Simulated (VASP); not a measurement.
A run of VASP 6.6.1:

INCAR

```
  ALGO = Normal
  EDIFF = 1E-6
  ENCUT = 520
  GGA = PE
  ISIF = 2
  ISMEAR = 0
  LASPH = T
  LCHARG = F
  LREAL = F
  LWAVE = F
  NBANDS = 15
  NELM = 100
  PREC = Accurate
  SIGMA = 0.02
```

File KPOINTS:

```
k-points
0
Gamma
  8 8 8
```

File POSCAR:

```
KF
1.0
    0.0000000000      2.5973037289      2.5973037289
    2.5973037289      0.0000000000      2.5973037289
    2.5973037289      2.5973037289      0.0000000000
K F
1 1
Direct
    0.5000000000      0.5000000000      0.5000000000
    0.0000000000      0.0000000000      0.0000000000
```

Potentials or basis: VASP PAW PBE potentials, release 64 (K_sv, F).

Launch:

```console
$ cat potpaw_PBE.64/K_sv/POTCAR potpaw_PBE.64/F/POTCAR > POTCAR
$ mpirun -np 1 vasp_std > vasp.out
```

Hardware: 1 thread of AMD EPYC 9R45 96-Core Processor (Zen 5), with other jobs on the host.

Problem. How long does it take, and how much memory?

Solution. Wall time 10 s on 1 thread of AMD EPYC 9R45 96-Core Processor (Zen 5), with other jobs on the host, peak memory 0.13 GiB. Counts: scf iterations 13, k points 29.
